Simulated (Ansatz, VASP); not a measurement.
**Nb in VASP and in Ansatz**

```
CELL_PARAMETERS angstrom
2.81434 0.00000 0.00000
-1.40717 2.43729 0.00000
0.00000 0.00000 5.25889
ATOMIC_POSITIONS crystal
Nb 0.33333 0.66667 0.25000
Nb 0.66667 0.33333 0.75000
```

Alike in both runs: task relaxation of cell and atoms; functional PBEsol; k mesh 24 × 24 × 10; occupations gaussian, width 0.1 eV; no spin polarisation.

```csv
,VASP,Ansatz
version,VASP 6.6.1,Ansatz 0.2.0
potentials or method,"VASP PAW PBE potentials, release 64 (Nb_sv), cutoff 500 eV","scalar-relativistic, plane waves, PAW"
valence electrons in the cell,26,26
```

Ansatz gave:

| Item | Value |
| --- | --- |
| gap on the k mesh at the Fermi level, each at its own relaxed structure (eV) | none |
| relaxed volume (Å³/atom) | 18.03 |
| relaxed cell length with the largest relative difference (Å) | 5.185 |

Q: Which values does VASP return?

A: gap on the k mesh at the Fermi level, each at its own relaxed structure (eV): none; relaxed volume (Å³/atom): 17.99; relaxed cell length with the largest relative difference (Å): 5.181.

VASP's potentials were made for PBE, not for PBEsol. A gap of «none» marks a metal or a gap that the smearing closes.
